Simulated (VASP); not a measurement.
# TiAl in VASP: further runs

Aim: see how the results for TiAl move with the level of theory and the settings. Levels: LDA, r2SCAN. Tasks: single point.

Everything below comes from runs of VASP 6.6.1. Logs are shortened: lines on timing, memory, paths and dates and some standing lists are left out, and cuts for length are marked.

## Step 1: The cell of the first run

The structure is hexagonal, space group P-6m2 (No. 187). Conventional cell: a = 2.886 Å, b = 2.886 Å, c = 4.709 Å, α = 90.00°, β = 90.00°, γ = 120.00°. Ti (site symmetry -6m2) has 6 Al at 2.88 Å and 6 Ti at 2.89 Å within 3.8 Å. Al (site symmetry -6m2) has 6 Ti at 2.88 Å and 6 Al at 2.89 Å within 3.8 Å.

## Step 2: Single point, LDA (volume scaled by 1.02)

Input file INCAR:

```
  ALGO = Normal
  EDIFF = 1E-7
  ENCUT = 520
  ISIF = 2
  ISMEAR = -1
  LASPH = True
  LCHARG = True
  LELF = True
  LREAL = False
  LVHAR = True
  LWAVE = False
  NBANDS = 14
  NELM = 80
  PREC = Accurate
  SIGMA = 0.05
```

Input file KPOINTS:

```
k-points
0
Gamma
  11 11 6
```

Input file POSCAR:

```
TiAl
1.0
    2.8862512777      0.0000000000      0.0000000000
   -1.4431256388      2.4995669282      0.0000000000
    0.0000000000      0.0000000000      4.7090645850
Ti Al
1 1
Direct
    0.0000000000      0.0000000000      0.0000000000
    0.3333333333      0.6666666667      0.5000000000
```

Potentials or basis: VASP PAW LDA potentials, release 64 (Ti_sv, Al).

On the command line:

```console
$ cat potpaw_LDA.64/Ti_sv/POTCAR potpaw_LDA.64/Al/POTCAR > POTCAR
$ mpirun -np 1 vasp_std > vasp.out
```

OUTCAR:

```text
EDIFF = 1E-7
   ENCUT = 520
   ISIF = 2
   ISMEAR = -1
   LASPH = True
   LREAL = False
   NELM = 80
   PREC = Accurate

 ion  position               nearest neighbor table
   1  0.000  0.000  0.000-   2 2.88   2 2.88   2 2.88   2 2.88   2 2.88   2 2.88
   2  0.333  0.667  0.500-   1 2.88   1 2.88   1 2.88   1 2.88   1 2.88   1 2.88

  LATTYP: Found a hexagonal cell.
 ALAT       =     2.8862512777
 C/A-ratio  =     1.6315504549

  Lattice vectors:

 A1 = (   2.8862512777,   0.0000000000,   0.0000000000)
 A2 = (  -1.4431256388,   2.4995669282,   0.0000000000)
 A3 = (   0.0000000000,   0.0000000000,   4.7090645850)

Analysis of symmetry for initial positions (statically):
=====================================================================
 Subroutine PRICEL returns:
 Original cell was already a primitive cell.

 Routine SETGRP: Setting up the symmetry group for a
 hexagonal supercell.

 Subroutine GETGRP returns: Found 12 space group operations
 (whereof 12 operations were pure point group operations)
 out of a pool of 24 trial point group operations.

The static configuration has the point symmetry D_3h.

Analysis of symmetry for dynamics (positions and initial velocities):
=====================================================================
 Subroutine PRICEL returns:
 Original cell was already a primitive cell.

 Routine SETGRP: Setting up the symmetry group for a
 hexagonal supercell.

 Subroutine GETGRP returns: Found 12 space group operations
 (whereof 12 operations were pure point group operations)
 out of a pool of 24 trial point group operations.

The dynamic configuration has the point symmetry D_3h.

 Subroutine INISYM returns: Found 12 space group operations
 (whereof 12 operations are pure point group operations),
 and found     1 'primitive' translations

----------------------------------------------------------------------------------------

                                     Primitive cell

  volume of cell :      33.9730

  direct lattice vectors                    reciprocal lattice vectors
     2.886251278  0.000000000  0.000000000     0.346470180  0.200034652  0.000000000
    -1.443125639  2.499566928  0.000000000     0.000000000  0.400069303  0.000000000
     0.000000000  0.000000000  4.709064585     0.000000000  0.000000000  0.212356399

  length of vectors
     2.886251278  2.886251278  4.709064585     0.400069303  0.400069303  0.212356399

  position of ions in fractional coordinates (direct lattice)
     0.000000000  0.000000000  0.000000000
     0.333333333  0.666666667  0.500000000

  ion indices of the primitive-cell ions
   primitive index   ion index
                 1           1
                 2           2

----------------------------------------------------------------------------------------

 KPOINTS: k-points

Automatic generation of k-mesh.
 Grid dimensions read from file:
 generate k-points for:   11   11    6

 Generating k-lattice:

  Cartesian coordinates                     Fractional coordinates (reciprocal lattice)
     0.031497289  0.018184968  0.000000000     0.090909091  0.000000000  0.000000000
     0.000000000  0.036369937  0.000000000     0.000000000  0.090909091  0.000000000
     0.000000000  0.000000000  0.035392733     0.000000000  0.000000000  0.166666667

  Length of vectors
     0.036369937  0.036369937  0.035392733

  Shift w.r.t. Gamma in fractional coordinates (k-lattice)
     0.000000000  0.000000000  0.000000000

 Subroutine IBZKPT returns following result:
 ===========================================

 Found     64 irreducible k-points:

 Following reciprocal coordinates:
            Coordinates               Weight
  0.000000  0.000000  0.000000      1.000000
  0.090909 -0.000000  0.000000      6.000000
  0.181818 -0.000000  0.000000      6.000000
  0.272727 -0.000000  0.000000      6.000000
  0.363636  0.000000  0.000000      6.000000
  0.454545  0.000000  0.000000      6.000000
[... 16 lines left out ...]
  0.090909  0.090909  0.166667     12.000000
  0.181818  0.090909  0.166667     24.000000
 [... further k-points ...]
   k-points           NKPTS =     64   k-points in BZ     NKDIM =     64   number of bands    NBANDS=     14
   number of dos      NEDOS =    301   number of ions     NIONS =      2
   total plane-waves  NPLWV =  20736
   dimension x,y,z NGX =    24 NGY =   24 NGZ =   36
   dimension x,y,z NGXF=    48 NGYF=   48 NGZF=   72
   ions per type =               1   1
   NGX,Y,Z   is equivalent  to a cutoff of  13.82, 13.82, 12.71 a.u.
   NGXF,Y,Z  is equivalent  to a cutoff of  27.65, 27.65, 25.42 a.u.
 SYSTEM =  unknown system
   PREC   = accura    normal or accurate (medium, high low for compatibility)
   ISTART =      0    job   : 0-new  1-cont  2-samecut
   ICHARG =      2    charge: 1-file 2-atom 10-const
   ISPIN  =      1    spin polarized calculation?
   LNONCOLLINEAR =      F non collinear calculations
   LSORBIT =      F    spin-orbit coupling
   LASPH  =      T    aspherical Exc in radial PAW
   ENCUT  =  520.0 eV  38.22 Ry    6.18 a.u.   5.37  5.37  8.76*2*pi/ulx,y,z
   NELM   =     80;   NELMIN=  2; NELMDL= -5     # of ELM steps
   EDIFF  = 0.1E-06   stopping-criterion for ELM
   LREAL  =      F    real-space projection
   EDIFFG = 0.1E-05   stopping-criterion for IOM
   NSW    =      0    number of steps for IOM
   IBRION =     -1    ionic relax: 0-MD 1-quasi-New 2-CG
   NFREE  =      0    steps in history (QN), initial steepest desc. (CG)
   ISIF   =      2    stress and relaxation
   ISYM   =      2    0-nonsym 1-usesym 2-fastsym
   POTIM  = 0.5000    time-step for ionic-motion
   TEBEG  =    0.0;   TEEND  =   0.0 temperature during run
   PSTRESS=    0.0 pullay stress
   NELECT =      15.0000    total number of electrons
   NUPDOWN=      -1.0000    fix difference up-down
   EMIN   =  10.00;   EMAX   =-10.00  energy-range for DOS
   EFERMI =   0.00;   METHOD = LEGACY
   ISMEAR =    -1;   SIGMA  =   0.05  broadening in eV -4-tet -1-fermi 0-gaus
   EFERMI_NEDOS =   21; number of points for ismear=-14 and -15
   IALGO  =     38    algorithm
   IMIX   =      4    mixing-type and parameters
     AMIX     =   0.40;   BMIX     =  1.00
     AMIX_MAG =   1.60;   BMIX_MAG =  1.00
  volume/ion in A,a.u.               =      16.99       114.63
  Fermi-wavevector in a.u.,A,eV,Ry     =   1.246601  2.355734 21.143638  1.554014
  Thomas-Fermi vector in A             =   2.380771
   LORBIT       =      0    0 simple, 1 ext, 2 COOP (PROOUT), +10 PAW based schemes
   GGA     = CA    functional components
   LHFCALC =     F    Hartree Fock is set to
   AEXX    =    0.0000 exact exchange contribution
   IVDW    =     0    specifies the selected vdW correction
   LEPSILON=     F    determine dielectric tensor
   LRPA    =     F    only Hartree local field effects (RPA)
 non-spin polarized calculation
  energy-cutoff  :      520.00
  volume of cell :       33.97
 maximum number of plane-waves:       941
 NGX is ok and might be reduce to    24
   NGX = 11   NGY = 11   NGZ = 17

 number of electron      14.9999997 magnetization

 Free energy of the ion-electron system (eV)
  ---------------------------------------------------
  ext. energy  EPLUGINS =         0.00000000
  ---------------------------------------------------
  free energy    TOTEN  =       -13.19158015 eV

  energy without entropy =      -13.16749175  energy(sigma->0) =      -13.17953595

 E-fermi :   7.4212     XC(G=0): -11.0685

 val. band max:        7.3956707604   @ k =   0.3636   0.0909   0.5000
 cond. band min:       7.4283672683   @ k =   0.1818  -0.0000   0.5000
 fundamental gap:      0.0326965079
 Fermi energy:         7.4211723706

 k-point     1 :       0.0000    0.0000    0.0000
  band No.  band energies     occupation
      1     -48.4419      2.00000
      2     -25.1402      2.00000
      3     -24.7381      2.00000
      4     -24.7381      2.00000
      5      -1.3435      2.00000
      6       5.1721      2.00000
      7       5.6913      2.00000
      8       8.6486      0.00000
      9       8.6486      0.00000
     10      10.0782      0.00000
     11      10.0782      0.00000
     12      11.2096      0.00000
     13      20.0929      0.00000
     14      20.0929      0.00000

 k-point     2 :       0.0909   -0.0000    0.0000
  band No.  band energies     occupation
      1     -48.4346      2.00000
      2     -25.1331      2.00000
      3     -24.7836      2.00000
      4     -24.7485      2.00000
      5      -1.1415      2.00000
      6       5.3910      2.00000
      7       5.7139      2.00000
      8       8.4643      0.00000
      9       8.8115      0.00000
     10      10.0239      0.00000
     11      10.1284      0.00000
     12      11.2554      0.00000
     13      17.6471      0.00000
     14      18.7126      0.00000

 k-point     3 :       0.1818   -0.0000    0.0000
  band No.  band energies     occupation
      1     -48.4150      2.00000
      2     -25.1139      2.00000
      3     -24.9044      2.00000
      4     -24.7760      2.00000
      5      -0.5440      2.00000
      6       5.7722      2.00000
      7       5.9614      2.00000
      8       8.0351      0.00001
      9       9.2734      0.00000
     10       9.8815      0.00000
     11      10.2976      0.00000
     12      11.3658      0.00000
     13      14.7589      0.00000
     14      17.3730      0.00000
[... 324 lines left out ...]
 k-point    23 :       0.0909    0.0909    0.1667
  band No.  band energies     occupation
      1     -48.4211      2.00000
      2     -25.1208      2.00000
      3     -24.8639      2.00000
      4     -24.7702      2.00000
      5      -0.5882      2.00000
      6       4.5954      2.00000
      7       6.6605      2.00000
      8       8.1509      0.00000
      9       9.1421      0.00000
     10       9.8486      0.00000
     11       9.8691      0.00000
     12      12.2622      0.00000
     13      16.2327      0.00000
     14      16.5149      0.00000

 k-point    24 :       0.1818    0.0909    0.1667
  band No.  band energies     occupation
      1     -48.3984      2.00000
      2     -25.0985      2.00000
      3     -24.9951      2.00000
      4     -24.8089      2.00000
      5       0.1796      2.00000
      6       5.1201      2.00000
      7       6.8980      1.99994
      8       7.7105      0.00612
      9       9.5839      0.00000
     10       9.7286      0.00000
     11       9.8305      0.00000
     12      12.5113      0.00000
     13      13.9002      0.00000
     14      15.3292      0.00000

 [... further k-points ...]
[... 5 lines left out ...]
  --------------------------------------------------------------------------------------
  -------------------------------------------------------------------------------------
  Total       -1.5486595     -1.5486595     -1.8760959     -0.0000000      0.0000000     -0.0000000
  in kB      -73.0353250    -73.0353250    -88.4773422     -0.0000000      0.0000000     -0.0000000
  external PRESSURE =     -78.1826641 kB  Pullay stress =       0.0000000 kB

 VOLUME and BASIS-vectors are now :
 -----------------------------------------------------------------------------
  energy-cutoff  :      520.00
  volume of cell :       33.97
      direct lattice vectors                 reciprocal lattice vectors
     2.886251278  0.000000000  0.000000000     0.346470180  0.200034652  0.000000000
    -1.443125639  2.499566928  0.000000000     0.000000000  0.400069303  0.000000000
     0.000000000  0.000000000  4.709064585     0.000000000  0.000000000  0.212356399

 POSITION                                       TOTAL-FORCE (eV/Angst)
 -----------------------------------------------------------------------------------
      0.00000      0.00000      0.00000        -0.000000      0.000000      0.000000
     -0.00000      1.66638      2.35453         0.000000      0.000000      0.000000
 -----------------------------------------------------------------------------------
    total drift:                                0.000000     -0.000000      0.000000

  FREE ENERGIE OF THE ION-ELECTRON SYSTEM (eV)
  ---------------------------------------------------
  free  energy   TOTEN  =       -13.1915801523 eV

  energy  without entropy=      -13.1674917457  energy(sigma->0) =      -13.17953595
```

It took 52 s on 1 thread of Intel Xeon 8259CL, shared host; peak memory 0.16 GiB.

Results:

```
Free energy : -13.1916 eV
Pressure    : -7.8 GPa
```

[end of part 1 of 2]
